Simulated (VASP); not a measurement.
A run of VASP 6.6.1:

The input INCAR:

```
SYSTEM = SiH4CO
PREC     = Accurate       ! precision mode
ENCUT    = 520            ! plane-wave cutoff, eV
EDIFF    = 1E-6           ! SCF threshold, eV
ISMEAR   = -1             ! smearing method
SIGMA    = 0.02           ! smearing width, eV
LREAL    = Auto         
LASPH    = .True.         ! aspherical terms in the spheres
NELM     = 60             ! most SCF steps
ALGO     = Normal         ! electronic algorithm
ISIF     = 2              ! what is computed and relaxed
LWAVE    = .False.        ! write WAVECAR
LCHARG   = .False.        ! write CHGCAR
GGA      = PE             ! functional
NBANDS   = 68             ! bands
```

Contents of KPOINTS:

```
Automatic mesh
0
Gamma
  1 1 1
  0 0 0
```

POSCAR

```
SiH4CO
1.0
    9.0856030000      0.0000000000      0.0000000000
    0.0000000000      9.0856030000      0.0000000000
    0.0000000000      0.0000000000      9.0856030000
Si H O C
5 20 5 5
Direct
    0.5843090437      0.3134849718      0.7555249773
    0.8721930729      0.9336419388      0.1931627433
    0.0873359754      0.5825810351      0.0148476661
    0.1073676673      0.9834790272      0.6589215928
    0.5409657455      0.7984060056      0.5366842465
    0.4212268575      0.2797062562      0.7491962834
    0.6318788087      0.3701460431      0.6059366671
    0.5922006498      0.4277756798      0.8687150429
    0.6728227064      0.1770163191      0.8200446355
    0.7982849350      1.0562645099      0.2623381189
    0.8398451924      0.7805095600      0.2685127228
    0.8113165411      0.9386058361      0.0350334480
    1.0303003554      0.9567003973      0.1684863404
    0.1175596160      0.6162386800      0.1710838565
   -0.0142863385      0.4501957658      0.0215835977
    0.0071982014      0.6990179958     -0.0582790157
    0.2331710950      0.5390616341     -0.0494958893
   -0.0502883518      0.9983927319      0.6975651478
    0.1727238137      0.8402524301      0.7126109296
    0.1179668537      0.9789113612      0.4912607342
    0.1945605592      1.1064207846      0.7247069897
    0.5640572233      0.9290632664      0.6412452756
    0.4657808623      0.6782928992      0.6207072882
    0.4434268149      0.8479899463      0.4158777354
    0.6719862182      0.7330828785      0.4764240744
    0.1456810296      0.2696023588      0.3795015036
    0.5385333257      0.6863055760      0.0240380303
    0.5272957667      0.2939375625      0.2373645426
    0.2274697673      0.1792065975      0.0565840264
    0.0189970880      0.5733136260      0.5324797925
    0.2382450565      0.3566851864      0.3797106257
    0.4614993633      0.7729921723      0.0706062107
    0.6513051473      0.3014659566      0.2339195318
    0.2898211599      0.0862023137     -0.0034340043
   -0.0324139190      0.5554501996      0.6463962821
```

Potentials or basis: VASP PAW PBE potentials, release 64 (Si, H, O, C).

Run with:

```console
$ cat potpaw_PBE.64/Si/POTCAR potpaw_PBE.64/H/POTCAR potpaw_PBE.64/O/POTCAR potpaw_PBE.64/C/POTCAR > POTCAR
$ mpirun -np 1 vasp_gam > vasp.out
```

Hardware: 1 thread of Intel Xeon 8259CL, with other jobs on the host.

How long does it take, and how much memory?

Wall time 3.5 min on 1 thread of Intel Xeon 8259CL, with other jobs on the host, peak memory 0.71 GiB. Counts: scf iterations 18, k points 1.
